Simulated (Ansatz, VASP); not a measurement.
## BaO in VASP and in Ansatz

The input POSCAR:

```
BaO
1.0
    0.0000000000      2.7719426833      2.7719426833
    2.7719426833      0.0000000000      2.7719426833
    2.7719426833      2.7719426833      0.0000000000
Ba O
1 1
Direct
    0.0000000000      0.0000000000      0.0000000000
    0.5000000000      0.5000000000      0.5000000000
```

The input INCAR.step1:

```
  ALGO = Normal
  EDIFF = 1E-5
  ENCUT = 520
  GGA = PE
  GGA_COMPAT = F
  ISIF = 2
  ISMEAR = 0
  LASPH = T
  LCHARG = F
  LREAL = F
  LWAVE = T
  NBANDS = 15
  NELM = 120
  PREC = Accurate
  SIGMA = 0.01
```

INCAR.step2

```
  ALGO = Normal
  EDIFF = 1E-6
  ENCUT = 520
  GGA = PE
  GGA_COMPAT = F
  HFSCREEN = 0.2079
  ISIF = 2
  ISMEAR = 0
  ISTART = 1
  LASPH = T
  LCHARG = F
  LHFCALC = T
  LREAL = F
  LWAVE = F
  NBANDS = 15
  NELM = 120
  PREC = Accurate
  PRECFOCK = Normal
  SIGMA = 0.01
```

Contents of KPOINTS:

```
k-points
0
Gamma
  6 6 6
```

Input for Ansatz:

```yaml
crystal:
  lattice:
    - [0.0, 2.7719426833, 2.7719426833]
    - [2.7719426833, 0.0, 2.7719426833]
    - [2.7719426833, 2.7719426833, 0.0]
  atoms:
    - { symbol: Ba, position: [0.0, 0.0, 0.0] }
    - { symbol: O, position: [0.5, 0.5, 0.5] }
kpoints:
  mp_grid: { grid: [6, 6, 6] }
  band_path:
    path:
      - [0.0, 0.0, 0.0]
      - [0.5, 0.0, 0.5]
      - [0.625, 0.25, 0.625]
      - [0.375, 0.375, 0.75]
      - [0.5, 0.5, 0.5]
      - [0.5, 0.25, 0.75]
      - [0.0, 0.5, 0.5]
    npoints: 1
hamiltonian:
  xc: hse06
scf:
  occupations: { method: fixed }
  n_extra_bands: 4
output:
  forces: true
  stress: true
  eigenvalues: true
```

Alike in both runs: task single point; functional HSE06; k mesh 6 × 6 × 6; no spin polarisation.

```csv
,VASP,Ansatz
version,VASP 6.6.1,Ansatz 0.2.0
potentials or method,"VASP PAW PBE potentials, release 64 (Ba_sv, O)","plane waves, PAW"
plane-wave cutoff (eV),520,420
occupations,"gaussian, width 0.01 eV",fixed
valence electrons in the cell,16,16
```

Ansatz gave:

- gap on the k mesh at the Fermi level (eV): 3.32
- pressure (GPa): -0.5

Problem. What did VASP give for the same quantities?

Solution. gap on the k mesh at the Fermi level (eV): 3.26; pressure (GPa): 1.1.

Ansatz's warnings: stress exchange threshold loose, stress scf threshold loose.

Neither program's run includes spin-orbit coupling.
